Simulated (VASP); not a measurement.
# In (I4/mmm) in VASP: notebook

The runs below take In through single point, with LDA.

Everything below comes from runs of VASP 6.6.1. Logs are shortened: lines on timing, memory, paths and dates and some standing lists are left out, and cuts for length are marked.

## (1) The cell of the first run

It takes space group I4/mmm (No. 139, tetragonal). Conventional cell: a = 3.143 Å, b = 3.143 Å, c = 4.375 Å, α = 90.00°, β = 90.00°, γ = 90.00°. Within 4.1 Å of In (site symmetry 4/mmm) lie 12 In at 3.12 to 3.14 Å.

## (2) Single point, LDA (21.61 Å³/atom)

The input, INCAR:

```
ALGO = Fast
EDIFF = 1E-6
ENCUT = 520
ISIF = 2
ISMEAR = 0
LASPH = True
LCHARG = True
LELF = True
LREAL = False
LVHAR = True
LWAVE = False
NBANDS = 12
NELM = 80
PREC = Accurate
SIGMA = 0.15
```

The input, KPOINTS:

```
k-points
0
Gamma
  22 22 22
```

The input, POSCAR:

```
In
1.0
   -1.5714664550      1.5714664550      2.1874813053
    1.5714664550     -1.5714664550      2.1874813053
    1.5714664550      1.5714664550     -2.1874813053
In
1
Direct
    0.0000000000      0.0000000000      0.0000000000
```

Potentials or basis: VASP PAW LDA potentials, release 64 (In_d).

On the command line:

```console
cat potpaw_LDA.64/In_d/POTCAR > POTCAR
mpirun -np 1 vasp_std > vasp.out
```

OUTCAR:

```text
EDIFF = 1E-6
   ENCUT = 520
   ISIF = 2
   ISMEAR = 0
   LASPH = True
   LREAL = False
   NELM = 80
   PREC = Accurate

 ion  position               nearest neighbor table
   1  0.000  0.000  0.000-

  LATTYP: Found a body centered tetragonal cell.
 ALAT       =     3.1429329100
 C/A-ratio  =     1.3920000000

  Lattice vectors:

 A1 = (  -1.5714664550,   1.5714664550,   2.1874813053)
 A2 = (   1.5714664550,  -1.5714664550,   2.1874813053)
 A3 = (   1.5714664550,   1.5714664550,  -2.1874813053)

Analysis of symmetry for initial positions (statically):
=====================================================================
 Subroutine PRICEL returns:
 Original cell was already a primitive cell.

 Routine SETGRP: Setting up the symmetry group for a
 body centered tetragonal supercell.

 Subroutine GETGRP returns: Found 16 space group operations
 (whereof 16 operations were pure point group operations)
 out of a pool of 16 trial point group operations.

The static configuration has the point symmetry D_4h.

Analysis of symmetry for dynamics (positions and initial velocities):
=====================================================================
 Subroutine PRICEL returns:
 Original cell was already a primitive cell.

 Routine SETGRP: Setting up the symmetry group for a
 body centered tetragonal supercell.

 Subroutine GETGRP returns: Found 16 space group operations
 (whereof 16 operations were pure point group operations)
 out of a pool of 16 trial point group operations.

The dynamic configuration has the point symmetry D_4h.

 Subroutine INISYM returns: Found 16 space group operations
 (whereof 16 operations are pure point group operations),
 and found     1 'primitive' translations

----------------------------------------------------------------------------------------

                                     Primitive cell

  volume of cell :      21.6080

  direct lattice vectors                    reciprocal lattice vectors
    -1.571466455  1.571466455  2.187481305     0.000000000  0.318174148  0.228573382
     1.571466455 -1.571466455  2.187481305     0.318174148  0.000000000  0.228573382
     1.571466455  1.571466455 -2.187481305     0.318174148  0.318174148  0.000000000

  length of vectors
     3.118347014  3.118347014  3.118347014     0.391765975  0.391765975  0.449966195

  position of ions in fractional coordinates (direct lattice)
     0.000000000  0.000000000  0.000000000

  ion indices of the primitive-cell ions
   primitive index   ion index
                 1           1

----------------------------------------------------------------------------------------

 KPOINTS: k-points

Automatic generation of k-mesh.
 Grid dimensions read from file:
 generate k-points for:   22   22   22

 Generating k-lattice:

  Cartesian coordinates                     Fractional coordinates (reciprocal lattice)
     0.000000000  0.014462461  0.010389699     0.045454545 -0.000000000  0.000000000
     0.014462461  0.000000000  0.010389699    -0.000000000  0.045454545  0.000000000
     0.014462461  0.014462461  0.000000000     0.000000000  0.000000000  0.045454545

  Length of vectors
     0.017807544  0.017807544  0.020453009

  Shift w.r.t. Gamma in fractional coordinates (k-lattice)
     0.000000000  0.000000000  0.000000000

 Subroutine IBZKPT returns following result:
 ===========================================

 Found    834 irreducible k-points:

 Following reciprocal coordinates:
            Coordinates               Weight
  0.000000  0.000000  0.000000      1.000000
  0.045455 -0.000000  0.000000      8.000000
  0.090909 -0.000000  0.000000      8.000000
  0.136364  0.000000 -0.000000      8.000000
  0.181818  0.000000 -0.000000      8.000000
  0.227273  0.000000  0.000000      8.000000
[... 16 lines left out ...]
  0.500000  0.045455 -0.000000     16.000000
 -0.454545  0.045455  0.000000     16.000000
 [... further k-points ...]
   k-points           NKPTS =    834   k-points in BZ     NKDIM =    834   number of bands    NBANDS=     12
   number of dos      NEDOS =    301   number of ions     NIONS =      1
   total plane-waves  NPLWV =  13824
   dimension x,y,z NGX =    24 NGY =   24 NGZ =   24
   dimension x,y,z NGXF=    48 NGYF=   48 NGZF=   48
   ions per type =               1
   NGX,Y,Z   is equivalent  to a cutoff of  12.79, 12.79, 12.79 a.u.
   NGXF,Y,Z  is equivalent  to a cutoff of  25.59, 25.59, 25.59 a.u.
 SYSTEM =  unknown system
   PREC   = accura    normal or accurate (medium, high low for compatibility)
   ISTART =      0    job   : 0-new  1-cont  2-samecut
   ICHARG =      2    charge: 1-file 2-atom 10-const
   ISPIN  =      1    spin polarized calculation?
   LNONCOLLINEAR =      F non collinear calculations
   LSORBIT =      F    spin-orbit coupling
   LASPH  =      T    aspherical Exc in radial PAW
   ENCUT  =  520.0 eV  38.22 Ry    6.18 a.u.   5.80  5.80  5.80*2*pi/ulx,y,z
   NELM   =     80;   NELMIN=  2; NELMDL= -5     # of ELM steps
   EDIFF  = 0.1E-05   stopping-criterion for ELM
   LREAL  =      F    real-space projection
   EDIFFG = 0.1E-04   stopping-criterion for IOM
   NSW    =      0    number of steps for IOM
   IBRION =     -1    ionic relax: 0-MD 1-quasi-New 2-CG
   NFREE  =      0    steps in history (QN), initial steepest desc. (CG)
   ISIF   =      2    stress and relaxation
   ISYM   =      2    0-nonsym 1-usesym 2-fastsym
   POTIM  = 0.5000    time-step for ionic-motion
   TEBEG  =    0.0;   TEEND  =   0.0 temperature during run
   PSTRESS=    0.0 pullay stress
   NELECT =      13.0000    total number of electrons
   NUPDOWN=      -1.0000    fix difference up-down
   EMIN   =  10.00;   EMAX   =-10.00  energy-range for DOS
   EFERMI =   0.00;   METHOD = LEGACY
   ISMEAR =     0;   SIGMA  =   0.15  broadening in eV -4-tet -1-fermi 0-gaus
   EFERMI_NEDOS =   21; number of points for ismear=-14 and -15
   IALGO  =     68    algorithm
   IMIX   =      4    mixing-type and parameters
     AMIX     =   0.40;   BMIX     =  1.00
     AMIX_MAG =   1.60;   BMIX_MAG =  1.00
  volume/ion in A,a.u.               =      21.61       145.82
  Fermi-wavevector in a.u.,A,eV,Ry     =   1.382031  2.611660 25.987256  1.910009
  Thomas-Fermi vector in A             =   2.506760
   LORBIT       =      0    0 simple, 1 ext, 2 COOP (PROOUT), +10 PAW based schemes
   GGA     = CA    functional components
   LHFCALC =     F    Hartree Fock is set to
   AEXX    =    0.0000 exact exchange contribution
   IVDW    =     0    specifies the selected vdW correction
   LEPSILON=     F    determine dielectric tensor
   LRPA    =     F    only Hartree local field effects (RPA)
 non-spin polarized calculation
 RMM-DIIS sequential band-by-band and
 Gauss-broadening in eV      SIGMA  =   0.15
  energy-cutoff  :      520.00
  volume of cell :       21.61
 maximum number of plane-waves:       594
   NGX = 11   NGY = 11   NGZ = 11

 number of electron      13.0000008 magnetization

 Free energy of the ion-electron system (eV)
  ---------------------------------------------------
  ext. energy  EPLUGINS =         0.00000000
  ---------------------------------------------------
  free energy    TOTEN  =        -3.14092934 eV

  energy without entropy =       -3.13593205  energy(sigma->0) =       -3.13843069

 E-fermi :   9.7192     XC(G=0): -11.4718

 val. band max:        9.7117956428   @ k =  -0.4545   0.4545   0.2273
 cond. band min:       9.7197716093   @ k =   0.3636   0.3636   0.0455
 fundamental gap:      0.0079759665
 Fermi energy:         9.7192001142

 k-point     1 :       0.0000    0.0000    0.0000
  band No.  band energies     occupation
      1      -5.2343      2.00000
      2      -5.2343      2.00000
      3      -5.2002      2.00000
      4      -4.9498      2.00000
      5      -4.9156      2.00000
      6      -1.3923      2.00000
      7      21.5715      0.00000
      8      21.8225      0.00000
      9      21.8624      0.00000
     10      21.8624      0.00000
     11      25.4068      0.00000
     12      25.4069      0.00000

 k-point     2 :       0.0455   -0.0000    0.0000
  band No.  band energies     occupation
      1      -5.2335      2.00000
      2      -5.2282      2.00000
      3      -5.1967      2.00000
      4      -4.9506      2.00000
      5      -4.9170      2.00000
      6      -1.3399      2.00000
      7      20.9640      0.00000
      8      21.6432      0.00000
      9      21.7502      0.00000
     10      21.7618      0.00000
     11      25.5578      0.00000
     12      25.5651      0.00000

 k-point     3 :       0.0909   -0.0000    0.0000
  band No.  band energies     occupation
      1      -5.2346      2.00000
      2      -5.2116      2.00000
      3      -5.1845      2.00000
      4      -4.9515      2.00000
      5      -4.9199      2.00000
      6      -1.1817      2.00000
      7      19.3792      0.00000
      8      21.5025      0.00000
      9      21.5118      0.00000
     10      21.6633      0.00000
     11      25.9683      0.00000
     12      25.9906      0.00000

 k-point     4 :       0.1364    0.0000   -0.0000
  band No.  band energies     occupation
      1      -5.2424      2.00000
      2      -5.1900      2.00000
      3      -5.1651      2.00000
      4      -4.9480      2.00000
      5      -4.9204      2.00000
      6      -0.9151      2.00000
      7      17.6247      0.00000
      8      21.1610      0.00000
      9      21.2110      0.00000
     10      21.6770      0.00000
     11      26.1036      0.00000
     12      26.5311      0.00000

 k-point     5 :       0.1818    0.0000   -0.0000
  band No.  band energies     occupation
      1      -5.2572      2.00000
      2      -5.1726      2.00000
      3      -5.1471      2.00000
      4      -4.9326      2.00000
      5      -4.9116      2.00000
      6      -0.5371      2.00000
      7      15.8568      0.00000
      8      20.7923      0.00000
      9      20.8858      0.00000
     10      21.6638      0.00000
     11      25.7131      0.00000
     12      26.1318      0.00000
[... 228 lines left out ...]
      1      -5.3734      2.00000
      2      -5.2175      2.00000
      3      -5.1821      2.00000
      4      -4.7214      2.00000
      5      -4.6966      2.00000
      6       3.4507      2.00000
      7       7.4487      2.00000
      8      18.5004      0.00000
      9      19.6318      0.00000
     10      20.9483      0.00000
     11      23.8125      0.00000
     12      24.3930      0.00000

 k-point    22 :       0.4545    0.0455    0.0000
  band No.  band energies     occupation
      1      -5.3836      2.00000
      2      -5.2252      2.00000
      3      -5.1883      2.00000
      4      -4.6961      2.00000
      5      -4.6820      2.00000
      6       4.5326      2.00000
      7       6.1350      2.00000
      8      18.5839      0.00000
      9      19.3589      0.00000
     10      20.7789      0.00000
     11      23.8419      0.00000
     12      24.2901      0.00000

 k-point    23 :       0.5000    0.0455   -0.0000
  band No.  band energies     occupation
      1      -5.3853      2.00000
      2      -5.2269      2.00000
      3      -5.1884      2.00000
      4      -4.6940      2.00000
      5      -4.6782      2.00000
      6       4.8948      2.00000
      7       5.7408      2.00000
      8      18.7479      0.00000
      9      19.1804      0.00000
     10      20.6864      0.00000
     11      23.9396      0.00000
     12      24.2424      0.00000

 k-point    24 :      -0.4545    0.0455    0.0000
  band No.  band energies     occupation
      1      -5.3784      2.00000
      2      -5.2224      2.00000
      3      -5.1824      2.00000
      4      -4.7149      2.00000
      5      -4.6863      2.00000
      6       3.7852      2.00000
      7       7.0182      2.00000
      8      18.9249      0.00000
      9      19.1634      0.00000
     10      20.6785      0.00000
     11      24.0294      0.00000
     12      24.3318      0.00000

 [... further k-points ...]

------------------------ aborting loop because EDIFF is reached ----------------------------------------

  FORCE on cell =-STRESS in cart. coord.  units (eV):
  Direction    XX          YY          ZZ          XY          YZ          ZX
  --------------------------------------------------------------------------------------
  -------------------------------------------------------------------------------------
  Total        1.3608310      1.3608310      1.3592563      0.0000000      0.0000000      0.0000000
  in kB      100.9020982    100.9020982    100.7853437      0.0000000      0.0000000      0.0000000
  external PRESSURE =     100.8631800 kB  Pullay stress =       0.0000000 kB

 VOLUME and BASIS-vectors are now :
 -----------------------------------------------------------------------------
  energy-cutoff  :      520.00
  volume of cell :       21.61
      direct lattice vectors                 reciprocal lattice vectors
    -1.571466455  1.571466455  2.187481305     0.000000000  0.318174148  0.228573382
     1.571466455 -1.571466455  2.187481305     0.318174148  0.000000000  0.228573382
     1.571466455  1.571466455 -2.187481305     0.318174148  0.318174148  0.000000000

 POSITION                                       TOTAL-FORCE (eV/Angst)
 -----------------------------------------------------------------------------------
      0.00000      0.00000      0.00000         0.000000     -0.000000      0.000000
 -----------------------------------------------------------------------------------
    total drift:                                0.000000      0.000000     -0.000000

  FREE ENERGIE OF THE ION-ELECTRON SYSTEM (eV)
  ---------------------------------------------------
  free  energy   TOTEN  =        -3.1409293387 eV

  energy  without entropy=       -3.1359320511  energy(sigma->0) =       -3.13843069
```

It took 4 min on 1 thread of Intel Xeon 8259CL, shared host; peak memory 0.3 GiB.

What came out:

* Free energy: -3.1409 eV
* Pressure: 10.1 GPa
* Band gap on the k mesh: zero (an odd number of electrons rules out a gap without spin polarisation)

Caveat: the cell stands under pressure; spin-orbit coupling is left out, which moves the levels of the heavy elements.

## (3) Single point, LDA (21.61 Å³/atom)

The input, INCAR:

```
ALGO = Fast
EDIFF = 1E-6
ENCUT = 520
GGA = CA
ISIF = 2
ISMEAR = 0
LASPH = T
LCHARG = T
LELF = T
LREAL = F
LVHAR = T
LWAVE = F
NBANDS = 12
NELM = 80
PREC = Accurate
SIGMA = 0.15
```

KPOINTS is that of step 2.

The input, POSCAR:

```
In
1.0
   -1.5299236394      1.5299236394      2.3078898100
    1.5299236394     -1.5299236394      2.3078898100
    1.5299236394      1.5299236394     -2.3078898100
In
1
Direct
    0.0000000000      0.0000000000      0.0000000000
```

Potentials or basis: VASP PAW LDA potentials, release 64 (In_d).

On the command line:

```console
cat potpaw_LDA.64/In_d/POTCAR > POTCAR
mpirun -np 1 vasp_std > vasp.out
```

It took 3.1 min on 1 thread of Intel Xeon 8259CL, shared host; peak memory 0.3 GiB.

It converged, with:

* Free energy: -3.1430 eV
* Pressure: 10.1 GPa
* Band gap on the k mesh: zero (an odd number of electrons rules out a gap without spin polarisation)

Stress tensor (GPa, compression positive):
```
10.08  0.00  0.00
 0.00 10.08  0.00
 0.00  0.00 10.16
```

Levels at points of the mesh, in eV from the Fermi level:
```tsv
k point	band 2	band 3	band 4	band 5	band 6	band 7	band 8	band 9	band 10	band 11
(0.00, 0.00, 0.00)	-14.89	-14.89	-14.72	-14.58	-11.11	11.91	12.10	12.10	12.29	15.73
(0.50, 0.00, 0.00)	-14.99	-14.86	-14.42	-14.37	-4.53	-4.35	8.66	10.38	11.48	13.03
(0.50, 0.50, 0.00)	-15.20	-14.42	-14.38	-14.26	-2.70	-1.37	3.83	4.19	8.17	8.19
(0.50, 0.50, 0.50)	-15.19	-14.40	-14.34	-14.34	-3.46	-2.72	5.01	5.01	9.07	9.35
```

Caveat: the cell stands under pressure; spin-orbit coupling is left out, which moves the levels of the heavy elements.

(Continued in part 2 of 2.)
